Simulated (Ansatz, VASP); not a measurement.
## Ga2O3 in VASP and in Ansatz

```
Ga O
1.0
     2.49233    1.43895    4.48022
    -2.49233    1.43895    4.48022
     0.00000   -2.87789    4.48022
Ga O
4 6
Direct
  0.85562 0.85562 0.85562
  0.64438 0.64438 0.64438
  0.14438 0.14438 0.14438
  0.35562 0.35562 0.35562
  0.05277 0.44723 0.75000
  0.75000 0.05277 0.44723
  0.44723 0.75000 0.05277
  0.94723 0.55277 0.25000
  0.25000 0.94723 0.55277
  0.55277 0.25000 0.94723
```

Change from the starting cell: strained cell.

Alike in both runs: functional LDA; k mesh 6 × 6 × 6; occupations gaussian, width 0.02 eV; no spin polarisation.

Ansatz relaxed the structure, and its values are those at the end. VASP's run is a single point on that final structure, the one shown.

|  | VASP | Ansatz |
| --- | --- | --- |
| version | VASP 6.6.1 | Ansatz 0.2.0 |
| potentials or method | VASP PAW LDA potentials, release 64 (Ga_d, O), cutoff 520 eV | scalar-relativistic, plane waves, PAW |
| valence electrons in the cell | 88 | 88 |

|  | VASP | Ansatz | Ansatz less VASP |
| --- | --- | --- | --- |
| gap on the k mesh at the Fermi level (eV) | 2.80 | 2.78 | -0.014 |
| least direct gap on the mesh (eV) | 3.06 | 3.04 | -0.015 |
| pressure (GPa) | -3.5 | -5.4 | -1.94 |
| rms of the force components (eV/Å) | 0.012 | 0.000 | -0.0123 |

Ansatz warns that its potentials were made for another functional, while VASP's fit it. LDA's correlation is that of Perdew and Zunger in VASP and of Perdew and Wang (1992) in Ansatz. Ansatz's warnings: stress scf threshold loose.
